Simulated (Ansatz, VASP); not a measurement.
**AlN: VASP beside Ansatz**

```
Al N
1.0
     0.00000    2.23802    2.23802
     2.23802    0.00000    2.23802
     2.23802    2.23802    0.00000
Al N
1 1
Direct
  0.98856 0.01144 0.01144
  0.77203 0.72797 0.72797
```

Change from the starting cell: mode 4 frozen in at -0.097 Å, equal normal strain along x, y and z +0.0167.

Alike in both runs: task single point; functional PBE; k mesh 10 × 10 × 10; occupations gaussian, width 0.05 eV; no spin polarisation.

|  | VASP | Ansatz |
| --- | --- | --- |
| version | VASP 6.6.1 | Ansatz 0.2.0 |
| potentials or method | VASP PAW PBE potentials, release 64 (Al, N), cutoff 520 eV | scalar-relativistic, plane waves, PAW |
| valence electrons in the cell | 8 | 8 |

Ansatz gave:

- gap on the k mesh at the Fermi level (eV): 2.91
- least direct gap on the mesh (eV): 3.16
- pressure (GPa): -6.5
- traceless stress, the component that is largest in VASP (GPa): -6.26
- rms of the force components (eV/Å): 1.000

Question: Which values does VASP return?

Answer: gap on the k mesh at the Fermi level (eV): 2.90; least direct gap on the mesh (eV): 3.17; pressure (GPa): -6.7; traceless stress, the component that is largest in VASP (GPa): -6.27; rms of the force components (eV/Å): 1.002.

Atom by atom the forces differ by 0.002 eV/Å (rms over components).
